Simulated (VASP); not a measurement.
Write the native input for VASP 6.6.1 that does the following.

```
Task                   : single point
Functional             : LDA
Potentials or basis    : VASP PAW LDA potentials, release 64 (Cr_pv, Ni)
Cutoff                 : 600 eV
k mesh                 : 6 × 6 × 6
Occupations            : fermi-dirac, width 0.05 eV
Spin                   : collinear spin, ferromagnetic start
Starting moments       : [2.1, 2.1, 2.1, 1.0] μB
Dipole correction      : no
Further INCAR settings : ALGO = Normal; EDIFF = 1e-06; NBANDS = 35
```

The structure of Cr3Ni lies in POSCAR:

```
Cr3Ni
1.0
    0.0000000000      2.8799330000      2.8799330000
    2.8799330000      0.0000000000      2.8799330000
    2.8799330000      2.8799330000      0.0000000000
Cr Ni
3 1
Direct
    0.7500000000      0.7500000000      0.7500000000
    0.2500000000      0.2500000000      0.2500000000
    0.5000000000      0.5000000000      0.5000000000
    0.0000000000      0.0000000000      0.0000000000
```

These files were run (other wordings do the same):

INCAR

```
PREC = Accurate ; ENCUT = 600
EDIFF = 1E-6 ; ISMEAR = -1
SIGMA = 0.05 ; LREAL = F
LASPH = T ; NELM = 200
ALGO = Normal ; ISIF = 2
LWAVE = F ; LCHARG = F
ISPIN = 2 ; MAGMOM = 2.1 2.1 2.1 1
LORBIT = 11 ; LMAXMIX = 4
NBANDS = 35 ; GGA_COMPAT = F
```

KPOINTS

```
regular mesh
0
Gamma
  6 6 6
```

Potentials or basis: VASP PAW LDA potentials, release 64 (Cr_pv, Ni).

Run with:

```bash
$ cat potpaw_LDA.64/Cr_pv/POTCAR potpaw_LDA.64/Ni/POTCAR > POTCAR
$ mpirun -np 1 vasp_std > vasp.out
```

It gave:

```yaml
Pressure: -20.0 GPa
Net_moment: 2.61 μB per cell
Site_moments: Cr +1.33, -0.65; Ni +0.48 μB
Valence_electrons_inside_the_program's_atomic_spheres: Cr 10.88, 10.98; Ni 9.42
```

Wall time 4.2 min on 1 thread of Intel Xeon 8259CL, on a shared host, peak memory 0.21 GiB.
